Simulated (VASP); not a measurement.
# CdSiN2: single point with PBE

Crystal: CdSiN2.

```
Cd N Si
1.0
     2.96360    0.00000    0.00000
     0.00000    2.96360    0.00000
     0.00000    0.00000    5.11023
Cd N Si
1 2 1
Direct
  0.00000 0.00000 0.00000
  0.00000 0.50000 0.31797
  0.50000 0.00000 0.68203
  0.50000 0.50000 0.50000
```

This cell differs from its parent crystal: biaxial xy strain -2.3%.

```yaml
Program: VASP 6.6.1
Task: single point
Functional: PBE
Potentials_or_basis: VASP PAW PBE potentials, release 64 (Cd, N, Si)
Cutoff: 520 eV
k_mesh: 8 × 8 × 6
Occupations: fermi-dirac, width 0.02 eV
Spin: no spin polarisation
Dipole_correction: no
Further_INCAR_settings: ALGO = Normal; EDIFF = 1e-06; NBANDS = 21
```

- Pressure: 15.3 GPa
- Largest force: 0.017 eV/Å
- Band gap on the k mesh: 1.37 eV (least direct gap 1.45 eV)

Forces on the atoms (eV/Å):
```
Cd   0.000  0.000  0.000
N    0.000  0.000  0.017
N    0.000  0.000 -0.017
Si   0.000  0.000  0.000
```

Stress tensor (GPa, compression positive):
```
16.39  0.00  0.00
 0.00 16.39  0.00
 0.00  0.00 13.20
```

Levels at points of the mesh, in eV from the valence-band top:
```tsv
k point	band 11	band 12	band 13	band 14	band 15	band 16
(0.00, 0.00, 0.00)	-2.69	-0.08	-0.08	1.37	4.47	6.72
(0.50, 0.00, 0.00)	-3.25	-3.18	-0.10	4.15	5.48	5.93
(0.50, 0.50, 0.00)	-2.63	-2.63	-1.92	2.81	2.81	6.87
(0.00, 0.00, 0.50)	-3.60	-0.53	-0.53	3.68	4.09	4.63
(0.50, 0.00, 0.50)	-2.03	-1.66	0.00	3.24	4.07	6.56
(0.50, 0.50, 0.50)	-3.57	-3.57	-1.90	5.50	5.50	7.44
```

Run time: 30 s on 1 thread of Intel(R) Xeon(R) Platinum 8375C CPU @ 2.90GHz (Ice Lake), on a shared host, peak memory 0.19 GiB.

Caveat: the cell differs from its parent crystal (biaxial xy strain -2.3%); the cell stands under pressure. A k mesh can miss the band edges.
